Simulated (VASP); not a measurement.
# InO in VASP: further runs

Runs on InO. Level: PBE+D3(BJ). Tasks: single point.

Everything below comes from runs of VASP 6.6.1. Logs are shortened: lines on timing, memory, paths and dates and some standing lists are left out, and cuts for length are marked.

## 1. The cell of the first run

The cell holds a slab with vacuum, 4 atoms: a = 3.228 Å, b = 3.228 Å, c = 17.901 Å, α = 90.00°, β = 90.00°, γ = 120.00°.

## 2. Single point, PBE+D3(BJ)

INCAR

```
SYSTEM = InO
  PREC = Accurate
  ENCUT = 600
  EDIFF = 1E-6
  ISMEAR = 0
  SIGMA = 0.05
  LREAL = .FALSE.
  LASPH = .TRUE.
  NELM = 120
  ALGO = Normal
  ISIF = 2
  LWAVE = .FALSE.
  LCHARG = .FALSE.
  GGA = PE
  IVDW = 12
  NBANDS = 27
  GGA_COMPAT = .FALSE.
```

KPOINTS

```
regular mesh
0
G
  12 12 4
  0 0 0
```

POSCAR

```
InO
1.0
    3.2275495533      0.0000000000      0.0000000000
   -1.6137747767      2.7951399051      0.0000000000
    0.0000000000      0.0000000000     17.9007888594
In O
2 2
Direct
    0.6666666667      0.3333333333      0.5895266171
    0.6666666667      0.3333333333      0.4104733829
    0.0000000000      0.0000000000      0.6398766426
    0.0000000000      0.0000000000      0.3601233574
```

Potentials or basis: VASP PAW PBE potentials, release 64 (In_d, O).

Command:

```sh
$ cat potpaw_PBE.64/In_d/POTCAR potpaw_PBE.64/O/POTCAR > POTCAR
$ mpirun -np 1 vasp_std > vasp.out
```

OUTCAR:

```text
SYSTEM = InO
   PREC = Accurate
   ENCUT = 600
   EDIFF = 1E-6
   ISMEAR = 0
   LREAL = .FALSE.
   LASPH = .TRUE.
   NELM = 120
   ISIF = 2
   GGA = PE
   IVDW = 12
 IVDW          = 12

 ion  position               nearest neighbor table
   1  0.667  0.333  0.590-   3 2.07   3 2.07   3 2.07   2 3.21
   2  0.667  0.333  0.410-   4 2.07   4 2.07   4 2.07   1 3.21
   3  0.000  0.000  0.640-   1 2.07   1 2.07   1 2.07
   4  0.000  0.000  0.360-   2 2.07   2 2.07   2 2.07

  LATTYP: Found a hexagonal cell.
 ALAT       =     3.2275495533
 C/A-ratio  =     5.5462475676

  Lattice vectors:

 A1 = (   3.2275495533,   0.0000000000,   0.0000000000)
 A2 = (  -1.6137747767,   2.7951399051,   0.0000000000)
 A3 = (   0.0000000000,   0.0000000000,  17.9007888594)

Analysis of symmetry for initial positions (statically):
=====================================================================
 Subroutine PRICEL returns:
 Original cell was already a primitive cell.

 Routine SETGRP: Setting up the symmetry group for a
 hexagonal supercell.

 Subroutine GETGRP returns: Found 12 space group operations
 (whereof 12 operations were pure point group operations)
 out of a pool of 24 trial point group operations.

The static configuration has the point symmetry D_3h.

Analysis of symmetry for dynamics (positions and initial velocities):
=====================================================================
 Subroutine PRICEL returns:
 Original cell was already a primitive cell.

 Routine SETGRP: Setting up the symmetry group for a
 hexagonal supercell.

 Subroutine GETGRP returns: Found 12 space group operations
 (whereof 12 operations were pure point group operations)
 out of a pool of 24 trial point group operations.

The dynamic configuration has the point symmetry D_3h.

 Subroutine INISYM returns: Found 12 space group operations
 (whereof 12 operations are pure point group operations),
 and found     1 'primitive' translations

----------------------------------------------------------------------------------------

                                     Primitive cell

  volume of cell :     161.4911

  direct lattice vectors                    reciprocal lattice vectors
     3.227549553  0.000000000  0.000000000     0.309832578  0.178881923  0.000000000
    -1.613774777  2.795139905  0.000000000     0.000000000  0.357763845  0.000000000
     0.000000000  0.000000000 17.900788859     0.000000000  0.000000000  0.055863460

  length of vectors
     3.227549553  3.227549553 17.900788859     0.357763845  0.357763845  0.055863460

  position of ions in fractional coordinates (direct lattice)
     0.666666667  0.333333333  0.589526617
     0.666666667  0.333333333  0.410473383
     0.000000000  0.000000000  0.639876643
     0.000000000  0.000000000  0.360123357

  ion indices of the primitive-cell ions
   primitive index   ion index
                 1           1
                 2           2
                 3           3
                 4           4

----------------------------------------------------------------------------------------

 KPOINTS: regular mesh

Automatic generation of k-mesh.
 Grid dimensions read from file:
 generate k-points for:   12   12    4

 Generating k-lattice:

  Cartesian coordinates                     Fractional coordinates (reciprocal lattice)
     0.025819382  0.014906827  0.000000000     0.083333333  0.000000000  0.000000000
     0.000000000  0.029813654  0.000000000     0.000000000  0.083333333  0.000000000
     0.000000000  0.000000000  0.013965865     0.000000000  0.000000000  0.250000000

  Length of vectors
     0.029813654  0.029813654  0.013965865

  Shift w.r.t. Gamma in fractional coordinates (k-lattice)
     0.000000000  0.000000000  0.000000000

 Subroutine IBZKPT returns following result:
 ===========================================

 Found     57 irreducible k-points:

 Following reciprocal coordinates:
            Coordinates               Weight
  0.000000  0.000000  0.000000      1.000000
  0.083333  0.000000  0.000000      6.000000
  0.166667  0.000000  0.000000      6.000000
  0.250000  0.000000  0.000000      6.000000
  0.333333  0.000000  0.000000      6.000000
  0.416667  0.000000  0.000000      6.000000
[... 16 lines left out ...]
  0.250000  0.000000  0.250000     12.000000
  0.333333  0.000000  0.250000     12.000000
 [... further k-points ...]
   k-points           NKPTS =     57   k-points in BZ     NKDIM =     57   number of bands    NBANDS=     27
   number of dos      NEDOS =    301   number of ions     NIONS =      4
   total plane-waves  NPLWV = 112896
   dimension x,y,z NGX =    28 NGY =   28 NGZ =  144
   dimension x,y,z NGXF=    56 NGYF=   56 NGZF=  288
   ions per type =               2   2
   NGX,Y,Z   is equivalent  to a cutoff of  14.42, 14.42, 13.37 a.u.
   NGXF,Y,Z  is equivalent  to a cutoff of  28.84, 28.84, 26.75 a.u.
 SYSTEM =  InO
   PREC   = accura    normal or accurate (medium, high low for compatibility)
   ISTART =      0    job   : 0-new  1-cont  2-samecut
   ICHARG =      2    charge: 1-file 2-atom 10-const
   ISPIN  =      1    spin polarized calculation?
   LNONCOLLINEAR =      F non collinear calculations
   LSORBIT =      F    spin-orbit coupling
   LASPH  =      T    aspherical Exc in radial PAW
   ENCUT  =  600.0 eV  44.10 Ry    6.64 a.u.   6.45  6.45 35.75*2*pi/ulx,y,z
   NELM   =    120;   NELMIN=  2; NELMDL= -5     # of ELM steps
   EDIFF  = 0.1E-05   stopping-criterion for ELM
   LREAL  =      F    real-space projection
   EDIFFG = 0.1E-04   stopping-criterion for IOM
   NSW    =      0    number of steps for IOM
   IBRION =     -1    ionic relax: 0-MD 1-quasi-New 2-CG
   NFREE  =      0    steps in history (QN), initial steepest desc. (CG)
   ISIF   =      2    stress and relaxation
   ISYM   =      2    0-nonsym 1-usesym 2-fastsym
   POTIM  = 0.5000    time-step for ionic-motion
   TEBEG  =    0.0;   TEEND  =   0.0 temperature during run
   PSTRESS=    0.0 pullay stress
   NELECT =      38.0000    total number of electrons
   NUPDOWN=      -1.0000    fix difference up-down
   EMIN   =  10.00;   EMAX   =-10.00  energy-range for DOS
   EFERMI =   0.00;   METHOD = LEGACY
   ISMEAR =     0;   SIGMA  =   0.05  broadening in eV -4-tet -1-fermi 0-gaus
   EFERMI_NEDOS =   21; number of points for ismear=-14 and -15
   IALGO  =     38    algorithm
   IMIX   =      4    mixing-type and parameters
     AMIX     =   0.40;   BMIX     =  1.00
     AMIX_MAG =   1.60;   BMIX_MAG =  1.00
  volume/ion in A,a.u.               =      40.37       272.45
  Fermi-wavevector in a.u.,A,eV,Ry     =   1.010694  1.909935 13.898392  1.021503
  Thomas-Fermi vector in A             =   2.143699
   LORBIT       =      0    0 simple, 1 ext, 2 COOP (PROOUT), +10 PAW based schemes
   GGA     = PE    functional components
   LHFCALC =     F    Hartree Fock is set to
   AEXX    =    0.0000 exact exchange contribution
   IVDW    =    12    specifies the selected vdW correction
   LEPSILON=     F    determine dielectric tensor
   LRPA    =     F    only Hartree local field effects (RPA)
 non-spin polarized calculation
 Gauss-broadening in eV      SIGMA  =   0.05
  energy-cutoff  :      600.00
  volume of cell :      161.49
 maximum number of plane-waves:      5435
 NGX is ok and might be reduce to    28

 number of electron      38.0000006 magnetization

 Free energy of the ion-electron system (eV)
  ---------------------------------------------------
  ext. energy  EPLUGINS =         0.00000000
  ---------------------------------------------------
  free energy    TOTEN  =       -18.75655702 eV

  energy without entropy =      -18.75546894  energy(sigma->0) =      -18.75601298

 E-fermi :  -1.2756     XC(G=0):  -4.7634

 val. band max:       -1.3499050535   @ k =   0.3333   0.2500   0.0000
 cond. band min:      -1.2460901081   @ k =   0.0833   0.0000   0.0000
 fundamental gap:      0.1038149453
 Fermi energy:        -1.2755700569

 k-point     1 :       0.0000    0.0000    0.0000
  band No.  band energies     occupation
      1     -20.1550      2.00000
      2     -20.1464      2.00000
      3     -15.4622      2.00000
      4     -15.4622      2.00000
      5     -15.4485      2.00000
      6     -15.4485      2.00000
[... 19 lines left out ...]
     26       8.0288      0.00000
     27       9.5940      0.00000

 k-point     2 :       0.0833    0.0000    0.0000
  band No.  band energies     occupation
      1     -20.1401      2.00000
      2     -20.1322      2.00000
      3     -15.4484      2.00000
      4     -15.4335      2.00000
      5     -15.4287      2.00000
      6     -15.4196      2.00000
[... 19 lines left out ...]
     26       8.1623      0.00000
     27       8.5546      0.00000

 k-point     3 :       0.1667    0.0000    0.0000
  band No.  band energies     occupation
      1     -20.1027      2.00000
      2     -20.0967      2.00000
      3     -15.4011      2.00000
      4     -15.3681      2.00000
      5     -15.3575      2.00000
      6     -15.3419      2.00000
[... 19 lines left out ...]
     26       6.7613      0.00000
     27       8.4088      0.00000

 k-point     4 :       0.2500    0.0000    0.0000
  band No.  band energies     occupation
      1     -20.0598      2.00000
      2     -20.0555      2.00000
      3     -15.3450      2.00000
      4     -15.2992      2.00000
      5     -15.2662      2.00000
      6     -15.2434      2.00000
[... 19 lines left out ...]
     26       7.2619      0.00000
     27       7.2632      0.00000
[... 516 lines left out ...]
      4     -15.3681      2.00000
      5     -15.3575      2.00000
      6     -15.3419      2.00000
[... 19 lines left out ...]
     26       6.9205      0.00000
     27       8.3550      0.00000

 k-point    23 :       0.2500    0.0000    0.2500
  band No.  band energies     occupation
      1     -20.0598      2.00000
      2     -20.0555      2.00000
      3     -15.3450      2.00000
      4     -15.2992      2.00000
      5     -15.2662      2.00000
      6     -15.2434      2.00000
[... 19 lines left out ...]
     26       7.0974      0.00000
     27       7.6002      0.00000

 k-point    24 :       0.3333    0.0000    0.2500
  band No.  band energies     occupation
      1     -20.0262      2.00000
      2     -20.0230      2.00000
      3     -15.3409      2.00000
      4     -15.2860      2.00000
      5     -15.2067      2.00000
      6     -15.1678      2.00000
[... 19 lines left out ...]
     26       7.6478      0.00000
     27       8.0229      0.00000

 [... further k-points ...]

------------------------ aborting loop because EDIFF is reached ----------------------------------------

 Edisp (eV)   -0.61320

 E8    (eV) :    -0.2862

  FORCE on cell =-STRESS in cart. coord.  units (eV):
  Direction    XX          YY          ZZ          XY          YZ          ZX
  --------------------------------------------------------------------------------------
  -------------------------------------------------------------------------------------
  Total       7.05574     7.05574    -2.69182    -0.00000     0.00000     0.00000
  in kB      70.00107    70.00107   -26.70590    -0.00000     0.00000     0.00000
  external pressure =       37.77 kB  Pullay stress =        0.00 kB

 VOLUME and BASIS-vectors are now :
 -----------------------------------------------------------------------------
  energy-cutoff  :      600.00
  volume of cell :      161.49
      direct lattice vectors                 reciprocal lattice vectors
     3.227549553  0.000000000  0.000000000     0.309832578  0.178881923  0.000000000
    -1.613774777  2.795139905  0.000000000     0.000000000  0.357763845  0.000000000
     0.000000000  0.000000000 17.900788859     0.000000000  0.000000000  0.055863460

 POSITION                                       TOTAL-FORCE (eV/Angst)
 -----------------------------------------------------------------------------------
      1.61377      0.93171     10.55299        -0.000000     -0.000000     -1.431570
      1.61377      0.93171      7.34780        -0.000000      0.000000      1.431570
      0.00000      0.00000     11.45430         0.000000     -0.000000      0.398778
      0.00000      0.00000      6.44649         0.000000     -0.000000     -0.398778
 -----------------------------------------------------------------------------------
    total drift:                               -0.000001      0.000000      0.000000

  FREE ENERGIE OF THE ION-ELECTRON SYSTEM (eV)
  ---------------------------------------------------
  free  energy   TOTEN  =       -19.3697526964 eV

  energy  without entropy=      -19.3686646135  energy(sigma->0) =      -19.36920865
```

Run time: 7.2 min. Hardware: 1 thread of Intel Xeon Platinum 8259CL at 2.50GHz (Skylake/Cascade Lake), shared host; peak memory 0.49 GiB.

Results:

* Free energy: -19.3698 eV
* Largest force: 1.432 eV/Å
* Band gap on the k mesh: zero (bands 19 and 20 overlap by 0.38 eV)
* Dispersion energy per atom: -0.153 eV

Forces on the atoms (eV/Å):
```
In   0.000  0.000 -1.432
In   0.000  0.000  1.432
O    0.000  0.000  0.399
O    0.000  0.000 -0.399
```

Caveat: spin-orbit coupling is left out, which moves the levels of the heavy elements.

## 3. Single point, PBE+D3(BJ)

This run uses another cell than the first one, of the same volume but with other edges.

INCAR

```
ALGO     = Normal         # electronic algorithm
EDIFF    = 1E-6           # SCF threshold, eV
ENCUT    = 600            # plane-wave cutoff, eV
GGA      = PE             # functional
GGA_COMPAT= F            
ISIF     = 2              # what is computed and relaxed
ISMEAR   = 0              # smearing method
IVDW     = 12             # dispersion correction
LASPH    = T              # aspherical terms in the spheres
LCHARG   = F              # write CHGCAR
LREAL    = F              # projectors in reciprocal space
LWAVE    = F              # write WAVECAR
NBANDS   = 27             # bands
NELM     = 120            # most SCF steps
PREC     = Accurate       # precision mode
SIGMA    = 0.05           # smearing width, eV
```

KPOINTS

```
k-points
0
Gamma
  12 12 4
```

POSCAR

```
InO
1.0
    3.1425742678      0.0000000000      0.0000000000
   -1.5712871339      2.7215491491      0.0000000000
    0.0000000000      0.0000000000     18.8819527958
In O
2 2
Direct
    0.6666666667      0.3333333333      0.5895266171
    0.6666666667      0.3333333333      0.4104733829
    0.0000000000      0.0000000000      0.6398766426
    0.0000000000      0.0000000000      0.3601233574
```

Potentials or basis: VASP PAW PBE potentials, release 64 (In_d, O).

Command:

```sh
$ cat potpaw_PBE.64/In_d/POTCAR potpaw_PBE.64/O/POTCAR > POTCAR
$ mpirun -np 1 vasp_std > vasp.out
```

OUTCAR:

```text
EDIFF = 1E-6
   ENCUT = 600
   GGA = PE
   ISIF = 2
   ISMEAR = 0
   IVDW = 12
   LASPH = T
   LREAL = F
   NELM = 120
   PREC = Accurate
 IVDW          = 12

 ion  position               nearest neighbor table
   1  0.667  0.333  0.590-   3 2.05   3 2.05   3 2.05   2 3.38
   2  0.667  0.333  0.410-   4 2.05   4 2.05   4 2.05   1 3.38
   3  0.000  0.000  0.640-   1 2.05   1 2.05   1 2.05
   4  0.000  0.000  0.360-   2 2.05   2 2.05   2 2.05

  LATTYP: Found a hexagonal cell.
 ALAT       =     3.1425742678
 C/A-ratio  =     6.0084348648

  Lattice vectors:

 A1 = (   3.1425742678,   0.0000000000,   0.0000000000)
 A2 = (  -1.5712871339,   2.7215491491,   0.0000000000)
 A3 = (   0.0000000000,   0.0000000000,  18.8819527958)

Analysis of symmetry for initial positions (statically):
=====================================================================
 Subroutine PRICEL returns:
 Original cell was already a primitive cell.

[... 170 lines left out ...]
  free energy    TOTEN  =       -18.14653082 eV

  energy without entropy =      -18.14322555  energy(sigma->0) =      -18.14487818

 E-fermi :  -1.2975     XC(G=0):  -4.7003

 val. band max:       -1.5131082685   @ k =   0.4167   0.1667   0.2500
 cond. band min:      -1.2929527412   @ k =   0.3333   0.2500   0.5000
 fundamental gap:      0.2201555273
 Fermi energy:        -1.2975391670

 k-point     1 :       0.0000    0.0000    0.0000
  band No.  band energies     occupation
      1     -20.5052      2.00000
      2     -20.4992      2.00000
      3     -15.7181      2.00000
      4     -15.7181      2.00000
      5     -15.7104      2.00000
      6     -15.7104      2.00000
[... 709 lines left out ...]
     26       7.7055      0.00000
     27       8.3547      0.00000

 [... further k-points ...]

------------------------ aborting loop because EDIFF is reached ----------------------------------------

 Edisp (eV)   -0.62988

 E8    (eV) :    -0.2938

  FORCE on cell =-STRESS in cart. coord.  units (eV):
  Direction    XX          YY          ZZ          XY          YZ          ZX
  --------------------------------------------------------------------------------------
  -------------------------------------------------------------------------------------
  Total      10.03155    10.03155    -2.45779     0.00000     0.00000     0.00000
  in kB      99.52447    99.52447   -24.38406     0.00000     0.00000     0.00000
  external pressure =       58.22 kB  Pullay stress =        0.00 kB

 VOLUME and BASIS-vectors are now :
 -----------------------------------------------------------------------------
  energy-cutoff  :      600.00
  volume of cell :      161.49
      direct lattice vectors                 reciprocal lattice vectors
     3.142574268  0.000000000  0.000000000     0.318210459  0.183718894  0.000000000
    -1.571287134  2.721549149  0.000000000     0.000000000  0.367437788  0.000000000
     0.000000000  0.000000000 18.881952796     0.000000000  0.000000000  0.052960624

 POSITION                                       TOTAL-FORCE (eV/Angst)
 -----------------------------------------------------------------------------------
      1.57129      0.90718     11.13141         0.000000      0.000000     -1.598647
      1.57129      0.90718      7.75054         0.000000      0.000000      1.598647
      0.00000      0.00000     12.08212        -0.000000     -0.000000      0.576437
      0.00000      0.00000      6.79983        -0.000000      0.000000     -0.576437
 -----------------------------------------------------------------------------------
    total drift:                                0.000001     -0.000000      0.000000

  FREE ENERGIE OF THE ION-ELECTRON SYSTEM (eV)
  ---------------------------------------------------
  free  energy   TOTEN  =       -18.7764143011 eV

  energy  without entropy=      -18.7731090323  energy(sigma->0) =      -18.77476167
```

OSZICAR:

```text
N       E                     dE             d eps       ncg     rms          rms(c)
DAV:   1     0.435991135368E+03    0.43599E+03   -0.19246E+04  3078   0.159E+03
DAV:   2     0.499760668968E+02   -0.38602E+03   -0.36909E+03  3469   0.407E+02
DAV:   3    -0.187092670044E+02   -0.68685E+02   -0.67324E+02  3689   0.186E+02
[... 14 lines left out ...]
DAV:  18    -0.181465084626E+02   -0.54284E-04   -0.32956E-06  2809   0.893E-03    0.255E-03
DAV:  19    -0.181465166559E+02   -0.81933E-05   -0.18274E-07  2854   0.291E-03    0.280E-03
DAV:  20    -0.181465289184E+02   -0.12262E-04   -0.81649E-07  2509   0.343E-03    0.151E-03
DAV:  21    -0.181465301522E+02   -0.12338E-05   -0.54431E-08  2798   0.202E-03    0.499E-04
DAV:  22    -0.181465308156E+02   -0.66335E-06   -0.38361E-08  2389   0.833E-04
   1 F= -.18776414E+02 E0= -.18774762E+02  d E =-.330527E-02
```

stdout:

```text
POSCAR found type information on POSCAR InO
 POSCAR found :  2 types and       4 ions
 scaLAPACK will be used
 LDA part: xc-table for (Slater+PW92), standard interpolation
 POSCAR, INCAR and KPOINTS ok, starting setup
 FFT: planning ... GRIDC
 FFT: planning ... GRID_SOFT
 FFT: planning ... GRID
 WAVECAR not read
 entering main loop
```

It took 7.9 min on 1 thread of Intel Xeon Platinum 8259CL at 2.50GHz (Skylake/Cascade Lake), shared host; peak memory 0.5 GiB.

What came out:

```
Free energy                : -18.7764 eV
Largest force              : 1.599 eV/Å
Band gap on the k mesh     : zero (bands 19 and 20 overlap by 0.86 eV)
Dispersion energy per atom : -0.157 eV
```

Forces in eV/Å, atoms in the order of the input:
```
In   0.000  0.000 -1.599
In   0.000  0.000  1.599
O    0.000  0.000  0.576
O    0.000  0.000 -0.576
```

Caveat: spin-orbit coupling is left out, which moves the levels of the heavy elements.

(Part 1 of 2 ends here.)
